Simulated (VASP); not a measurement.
# K (Pm-3m) in VASP: notebook

K is run at these levels: PBE; tasks: single point.

Program: VASP 6.6.1. These are calculated values, not measurements. Logs are shortened: lines on timing, memory, paths and dates and some standing lists are left out, and cuts for length are marked.

## 1. The cell of the first run

The structure is cubic, space group Pm-3m (No. 221). The conventional cell has a = 3.909 Å, b = 3.909 Å, c = 3.909 Å, α = 90.00°, β = 90.00°, γ = 90.00°. K (site symmetry m-3m) has 6 K at 3.91 Å within 5.1 Å.

## 2. Single point, PBE

The input, INCAR:

```
SYSTEM = K
ALGO = Normal
EDIFF = 1E-7
ENCUT = 520
GGA = PE
ISIF = 2
ISMEAR = -1
LASPH = .TRUE.
LCHARG = .FALSE.
LREAL = .FALSE.
LWAVE = .FALSE.
NBANDS = 10
NELM = 100
PREC = Accurate
SIGMA = 0.001
```

The input, KPOINTS:

```
k-points
0
G
  10 10 10
  0 0 0
```

The input, POSCAR:

```
K
1.0
    3.9090087601      0.0000000000      0.0000000000
    0.0000000000      3.9090087601      0.0000000000
    0.0000000000      0.0000000000      3.9090087601
K
1
Direct
    0.0000000000      0.0000000000      0.0000000000
```

Potentials or basis: VASP PAW PBE potentials, release 64 (K_sv).

Started as:

```console
cat potpaw_PBE.64/K_sv/POTCAR > POTCAR
mpirun -np 1 vasp_std > vasp.out
```

OUTCAR:

```text
SYSTEM = K
   EDIFF = 1E-7
   ENCUT = 520
   GGA = PE
   ISIF = 2
   ISMEAR = -1
   LASPH = .TRUE.
   LREAL = .FALSE.
   NELM = 100
   PREC = Accurate

 ion  position               nearest neighbor table
   1  0.000  0.000  0.000-

  LATTYP: Found a simple cubic cell.
 ALAT       =     3.9090087601

  Lattice vectors:

 A1 = (   3.9090087601,   0.0000000000,   0.0000000000)
 A2 = (   0.0000000000,   3.9090087601,   0.0000000000)
 A3 = (   0.0000000000,   0.0000000000,   3.9090087601)

Analysis of symmetry for initial positions (statically):
=====================================================================
 Subroutine PRICEL returns:
 Original cell was already a primitive cell.

 Routine SETGRP: Setting up the symmetry group for a
 simple cubic supercell.

 Subroutine GETGRP returns: Found 48 space group operations
 (whereof 48 operations were pure point group operations)
 out of a pool of 48 trial point group operations.

The static configuration has the point symmetry O_h .

Analysis of symmetry for dynamics (positions and initial velocities):
=====================================================================
 Subroutine PRICEL returns:
 Original cell was already a primitive cell.

 Routine SETGRP: Setting up the symmetry group for a
 simple cubic supercell.

 Subroutine GETGRP returns: Found 48 space group operations
 (whereof 48 operations were pure point group operations)
 out of a pool of 48 trial point group operations.

The dynamic configuration has the point symmetry O_h .

 Subroutine INISYM returns: Found 48 space group operations
 (whereof 48 operations are pure point group operations),
 and found     1 'primitive' translations

----------------------------------------------------------------------------------------

                                     Primitive cell

  volume of cell :      59.7310

  direct lattice vectors                    reciprocal lattice vectors
     3.909008760  0.000000000  0.000000000     0.255819329  0.000000000  0.000000000
     0.000000000  3.909008760  0.000000000     0.000000000  0.255819329  0.000000000
     0.000000000  0.000000000  3.909008760     0.000000000  0.000000000  0.255819329

  length of vectors
     3.909008760  3.909008760  3.909008760     0.255819329  0.255819329  0.255819329

  position of ions in fractional coordinates (direct lattice)
     0.000000000  0.000000000  0.000000000

  ion indices of the primitive-cell ions
   primitive index   ion index
                 1           1

----------------------------------------------------------------------------------------

 KPOINTS: k-points

Automatic generation of k-mesh.
 Grid dimensions read from file:
 generate k-points for:   10   10   10

 Generating k-lattice:

  Cartesian coordinates                     Fractional coordinates (reciprocal lattice)
     0.025581933  0.000000000  0.000000000     0.100000000  0.000000000  0.000000000
     0.000000000  0.025581933  0.000000000     0.000000000  0.100000000  0.000000000
     0.000000000  0.000000000  0.025581933     0.000000000  0.000000000  0.100000000

  Length of vectors
     0.025581933  0.025581933  0.025581933

  Shift w.r.t. Gamma in fractional coordinates (k-lattice)
     0.000000000  0.000000000  0.000000000

 Subroutine IBZKPT returns following result:
 ===========================================

 Found     56 irreducible k-points:

 Following reciprocal coordinates:
            Coordinates               Weight
  0.000000  0.000000  0.000000      1.000000
  0.100000  0.000000  0.000000      6.000000
  0.200000  0.000000  0.000000      6.000000
  0.300000  0.000000  0.000000      6.000000
  0.400000  0.000000  0.000000      6.000000
  0.500000  0.000000  0.000000      3.000000
[... 16 lines left out ...]
  0.200000  0.100000  0.100000     24.000000
  0.300000  0.100000  0.100000     24.000000
 [... further k-points ...]
   k-points           NKPTS =     56   k-points in BZ     NKDIM =     56   number of bands    NBANDS=     10
   number of dos      NEDOS =    301   number of ions     NIONS =      1
   total plane-waves  NPLWV =  27000
   dimension x,y,z NGX =    30 NGY =   30 NGZ =   30
   dimension x,y,z NGXF=    60 NGYF=   60 NGZF=   60
   ions per type =               1
   NGX,Y,Z   is equivalent  to a cutoff of  12.76, 12.76, 12.76 a.u.
   NGXF,Y,Z  is equivalent  to a cutoff of  25.52, 25.52, 25.52 a.u.
 SYSTEM =  K
   PREC   = accura    normal or accurate (medium, high low for compatibility)
   ISTART =      0    job   : 0-new  1-cont  2-samecut
   ICHARG =      2    charge: 1-file 2-atom 10-const
   ISPIN  =      1    spin polarized calculation?
   LNONCOLLINEAR =      F non collinear calculations
   LSORBIT =      F    spin-orbit coupling
   LASPH  =      T    aspherical Exc in radial PAW
   ENCUT  =  520.0 eV  38.22 Ry    6.18 a.u.   7.27  7.27  7.27*2*pi/ulx,y,z
   NELM   =    100;   NELMIN=  2; NELMDL= -5     # of ELM steps
   EDIFF  = 0.1E-06   stopping-criterion for ELM
   LREAL  =      F    real-space projection
   EDIFFG = 0.1E-05   stopping-criterion for IOM
   NSW    =      0    number of steps for IOM
   IBRION =     -1    ionic relax: 0-MD 1-quasi-New 2-CG
   NFREE  =      0    steps in history (QN), initial steepest desc. (CG)
   ISIF   =      2    stress and relaxation
   ISYM   =      2    0-nonsym 1-usesym 2-fastsym
   POTIM  = 0.5000    time-step for ionic-motion
   TEBEG  =    0.0;   TEEND  =   0.0 temperature during run
   PSTRESS=    0.0 pullay stress
   NELECT =       9.0000    total number of electrons
   NUPDOWN=      -1.0000    fix difference up-down
   EMIN   =  10.00;   EMAX   =-10.00  energy-range for DOS
   EFERMI =   0.00;   METHOD = LEGACY
   ISMEAR =    -1;   SIGMA  =   0.00  broadening in eV -4-tet -1-fermi 0-gaus
   EFERMI_NEDOS =   21; number of points for ismear=-14 and -15
   IALGO  =     38    algorithm
   IMIX   =      4    mixing-type and parameters
     AMIX     =   0.40;   BMIX     =  1.00
     AMIX_MAG =   1.60;   BMIX_MAG =  1.00
  volume/ion in A,a.u.               =      59.73       403.08
  Fermi-wavevector in a.u.,A,eV,Ry     =   0.871142  1.646220 10.325307  0.758889
  Thomas-Fermi vector in A             =   1.990208
   LORBIT       =      0    0 simple, 1 ext, 2 COOP (PROOUT), +10 PAW based schemes
   GGA     = PE    functional components
   LHFCALC =     F    Hartree Fock is set to
   AEXX    =    0.0000 exact exchange contribution
   IVDW    =     0    specifies the selected vdW correction
   LEPSILON=     F    determine dielectric tensor
   LRPA    =     F    only Hartree local field effects (RPA)
 non-spin polarized calculation
  energy-cutoff  :      520.00
  volume of cell :       59.73
 maximum number of plane-waves:      1640
 NGX is ok and might be reduce to    30
   NGX = 15   NGY = 15   NGZ = 15

 number of electron       8.9999999 magnetization

 Free energy of the ion-electron system (eV)
  ---------------------------------------------------
  ext. energy  EPLUGINS =         0.00000000
  ---------------------------------------------------
  free energy    TOTEN  =        -0.87768772 eV

  energy without entropy =       -0.87765445  energy(sigma->0) =       -0.87767108

 E-fermi :   0.4818     XC(G=0):  -6.1758

 val. band max:        0.4817591861   @ k =   0.4000   0.3000   0.0000
 cond. band min:       0.5648939148   @ k =   0.4000   0.3000   0.1000
 fundamental gap:      0.0831347287
 Fermi energy:         0.4817591861

 k-point     1 :       0.0000    0.0000    0.0000
  band No.  band energies     occupation
      1     -31.8548      2.00000
      2     -15.2477      2.00000
      3     -15.2477      2.00000
      4     -15.2477      2.00000
      5      -2.0332      2.00000
      6       3.3149      0.00000
      7       3.3149      0.00000
      8       7.2245      0.00000
      9       7.2245      0.00000
     10       7.2245      0.00000

 k-point     2 :       0.1000    0.0000    0.0000
  band No.  band energies     occupation
      1     -31.8534      2.00000
      2     -15.2684      2.00000
      3     -15.2460      2.00000
      4     -15.2460      2.00000
      5      -1.9156      2.00000
      6       3.2691      0.00000
      7       3.3696      0.00000
      8       6.8255      0.00000
      9       6.8255      0.00000
     10       7.2410      0.00000

 k-point     3 :       0.2000    0.0000    0.0000
  band No.  band energies     occupation
      1     -31.8498      2.00000
      2     -15.3219      2.00000
      3     -15.2414      2.00000
      4     -15.2414      2.00000
      5      -1.5717      2.00000
      6       3.0047      0.00000
      7       3.5225      0.00000
      8       6.2609      0.00000
      9       6.2609      0.00000
     10       7.0817      0.00000

 k-point     4 :       0.3000    0.0000    0.0000
  band No.  band energies     occupation
      1     -31.8453      2.00000
      2     -15.3870      2.00000
      3     -15.2356      2.00000
      4     -15.2356      2.00000
      5      -1.0257      2.00000
      6       2.3613      0.00000
      7       3.7355      0.00000
      8       5.8055      0.00000
      9       5.8055      0.00000
     10       7.1617      0.00000
[... 222 lines left out ...]
 k-point    22 :       0.1000    0.1000    0.1000
  band No.  band energies     occupation
      1     -31.8507      2.00000
      2     -15.2672      2.00000
      3     -15.2634      2.00000
      4     -15.2634      2.00000
      5      -1.6837      2.00000
      6       3.3490      0.00000
      7       3.3490      0.00000
      8       6.0604      0.00000
      9       6.6643      0.00000
     10       6.6643      0.00000

 k-point    23 :       0.2000    0.1000    0.1000
  band No.  band energies     occupation
      1     -31.8471      2.00000
      2     -15.3177      2.00000
      3     -15.2608      2.00000
      4     -15.2586      2.00000
      5      -1.3468      2.00000
      6       3.1400      0.00000
      7       3.5044      0.00000
      8       5.6030      0.00000
      9       6.0513      0.00000
     10       6.7243      0.00000

 k-point    24 :       0.3000    0.1000    0.1000
  band No.  band energies     occupation
      1     -31.8426      2.00000
      2     -15.3820      2.00000
      3     -15.2547      2.00000
      4     -15.2525      2.00000
      5      -0.8124      2.00000
      6       2.5127      0.00000
      7       3.7354      0.00000
      8       5.4660      0.00000
      9       5.5138      0.00000
     10       6.8242      0.00000

 [... further k-points ...]

------------------------ aborting loop because EDIFF is reached ----------------------------------------

  FORCE on cell =-STRESS in cart. coord.  units (eV):
  Direction    XX          YY          ZZ          XY          YZ          ZX
  --------------------------------------------------------------------------------------
  -------------------------------------------------------------------------------------
  Total        0.4919280      0.4919280      0.4919280     -0.0000000     -0.0000000      0.0000000
  in kB       13.1950842     13.1950842     13.1950842     -0.0000000     -0.0000000      0.0000000
  external PRESSURE =      13.1950842 kB  Pullay stress =       0.0000000 kB

 VOLUME and BASIS-vectors are now :
 -----------------------------------------------------------------------------
  energy-cutoff  :      520.00
  volume of cell :       59.73
      direct lattice vectors                 reciprocal lattice vectors
     3.909008760  0.000000000  0.000000000     0.255819329  0.000000000  0.000000000
     0.000000000  3.909008760  0.000000000     0.000000000  0.255819329  0.000000000
     0.000000000  0.000000000  3.909008760     0.000000000  0.000000000  0.255819329

 POSITION                                       TOTAL-FORCE (eV/Angst)
 -----------------------------------------------------------------------------------
      0.00000      0.00000      0.00000         0.000000      0.000000      0.000000
 -----------------------------------------------------------------------------------
    total drift:                               -0.000000      0.000000     -0.000000

  FREE ENERGIE OF THE ION-ELECTRON SYSTEM (eV)
  ---------------------------------------------------
  free  energy   TOTEN  =        -0.8776877197 eV

  energy  without entropy=       -0.8776544487  energy(sigma->0) =       -0.87767108
```

Wall time 29 s (1 thread of AMD EPYC 7R43 (Zen 3), shared host); peak memory 0.15 GiB.

What came out:

```yaml
Free_energy: -0.8777 eV
Pressure: 1.3 GPa
```

## 3. Single point, PBE (volume scaled by 0.85)

The input, INCAR:

```
SYSTEM = K
PREC = Accurate ; ENCUT = 520
EDIFF = 1E-7 ; ISMEAR = -1
SIGMA = 0.08 ; LREAL = .False.
LASPH = .True. ; NELM = 80
ALGO = Normal ; ISIF = 2
LWAVE = .False. ; LCHARG = .False.
GGA = PE ; NBANDS = 10
```

The input, KPOINTS:

```
regular mesh
0
Gamma
  10 10 10
  0 0 0
```

The input, POSCAR:

```
K
1.0
    4.0755466114      0.0000000000      0.0000000000
    0.0000000000      4.0755466114      0.0000000000
    0.0000000000      0.0000000000      4.0755466114
K
1
Direct
    0.0000000000      0.0000000000      0.0000000000
```

Potentials or basis: VASP PAW PBE potentials, release 64 (K_sv).

Started as:

```console
cat potpaw_PBE.64/K_sv/POTCAR > POTCAR
mpirun -np 1 vasp_std > vasp.out
```

Run time: 28 s. Hardware: 1 thread of AMD EPYC 7R43 (Zen 3), shared host; peak memory 0.15 GiB.

The run converged. Its results:

- Free energy: -0.9322 eV
- Pressure: 0.6 GPa

Levels at points of the mesh, in eV from the Fermi level:
```
           k point  band 2  band 3  band 4  band 5  band 6  band 7
(0.00, 0.00, 0.00)  -15.74  -15.74  -15.74   -2.31    2.88    2.88
(0.50, 0.00, 0.00)  -15.88  -15.73  -15.73   -0.03    0.16    3.54
(0.50, 0.50, 0.00)  -15.87  -15.87  -15.72    0.97    2.29    2.43
(0.50, 0.50, 0.50)  -15.85  -15.85  -15.85    2.23    2.23    2.23
```

## 4. Single point, PBE (volume scaled by 0.95)

The input, INCAR:

```
ALGO = Normal
EDIFF = 1E-6
ENCUT = 520
GGA = PE
ISIF = 2
ISMEAR = -1
LASPH = T
LCHARG = F
LREAL = F
LWAVE = F
NBANDS = 10
NELM = 60
PREC = Accurate
SIGMA = 0.08
```

The input, KPOINTS:

```
k-points
0
Gamma
  10 10 10
```

The input, POSCAR:

```
K
1.0
    4.2294843695      0.0000000000      0.0000000000
    0.0000000000      4.2294843695      0.0000000000
    0.0000000000      0.0000000000      4.2294843695
K
1
Direct
    0.0000000000      0.0000000000      0.0000000000
```

Started as:

```console
cat potpaw_PBE.64/K_sv/POTCAR > POTCAR
mpirun -np 1 vasp_std > vasp.out
```

It took 24 s on 1 thread of AMD EPYC 7R43 (Zen 3), shared host; peak memory 0.16 GiB.

Results (log left out):

```
Free energy : -0.9498 eV
Pressure    : 0.1 GPa
```

Levels at points of the mesh, in eV from the Fermi level:
```
           k point  band 2  band 3  band 4  band 5  band 6  band 7
(0.00, 0.00, 0.00)  -15.78  -15.78  -15.78   -2.15    2.88    2.88
(0.50, 0.00, 0.00)  -15.88  -15.77  -15.77   -0.06    0.16    3.50
(0.50, 0.50, 0.00)  -15.87  -15.87  -15.76    1.08    2.13    2.22
(0.50, 0.50, 0.50)  -15.86  -15.86  -15.86    2.26    2.26    2.26
```

## 5. Summary

| cell | smearing | gap on the mesh (eV) | pressure (GPa) |
| --- | --- | --- | --- |
| a = 3.909 Å, 1 atom | fermi-dirac 0.001 eV | none | 1.3 |
| a = 4.076 Å, 1 atom | fermi-dirac 0.08 eV | none | 0.6 |
| a = 4.229 Å, 1 atom | fermi-dirac 0.08 eV | none | 0.1 |

Alike in all rows: task single point; level PBE; potentials or basis VASP PAW PBE potentials, release 64 (K_sv); no spin polarisation; k mesh 10 × 10 × 10; cutoff (eV) 520.

Total energies depend on the potentials used, so only differences within one code and one set of settings carry meaning.
